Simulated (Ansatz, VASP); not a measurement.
# One calculation of Pd, two programs

```xyz
1
Lattice="0.0000 1.9273 1.9273 1.9273 0.0000 1.9273 1.9273 1.9273 0.0000" Properties=species:S:1:pos:R:3 pbc="T T T"
Pd    0.0000    0.0000    0.0000
```

Alike in both runs: task single point; functional r2SCAN; k mesh 20 × 20 × 20; occupations gaussian, width 0.05 eV; no spin polarisation.

|  | VASP | Ansatz |
| --- | --- | --- |
| version | VASP 6.6.1 | Ansatz 0.2.0 |
| potentials or method | VASP PAW PBE potentials, release 64 (Pd), cutoff 520 eV | scalar-relativistic, plane waves, PAW |
| valence electrons in the cell | 10 | 18 |

```tsv
	VASP	Ansatz	Ansatz less VASP
gap on the k mesh at the Fermi level (eV)	none	none	-
pressure (GPa)	9.3	8.4	-0.85
```

VASP's potentials were made for PBE, not for r2SCAN. A gap of «none» marks a metal or a gap that the smearing closes. VASP's potentials hold 10 valence electrons a cell and Ansatz's 18, so a difference there can come from the potentials and not from the codes.
